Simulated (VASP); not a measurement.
Runs of VASP 6.6.1 on I. The structure is that of space group Fm-3m (No. 225), or close to it. The cells are those of the table. 

```csv
task,cell,gap on the mesh (eV),pressure (GPa)
single point,"a = 2.883 Å, angles 60.0°, 1 atom",none,109.6
relaxation of cell and atoms,"relaxed to 110 GPa from a = 2.883 Å, angles 60.0°, 1 atom",none,110.0
single point,"a = 2.890 Å, angles 60.0°, 1 atom",none,(a)
relaxation of cell and atoms,"relaxed to 110 GPa from a = 2.890 Å, angles 60.0°, 1 atom",none,110.0
```

Alike in all rows: level PBE; potentials or basis VASP PAW PBE potentials, release 64 (I); no spin polarisation; k mesh 16 × 16 × 16; cutoff (eV) 500; smearing fermi-dirac 0.05 eV.

Estimate the missing entries.

(a) 106.5.

Caveats: spin-orbit coupling is left out, which moves the levels of the heavy elements; an odd number of electrons without spin polarisation forces a metal; a magnetic or distorted state may lie lower; the cell stands under pressure (at least some runs); the cell is relaxed towards a set pressure, so the run minimises the enthalpy, not the energy (at least some runs).

A k mesh can miss the band edges, and the runs leave out spin-orbit coupling on I.

A gap of «none» marks levels without a gap at the run's occupations.
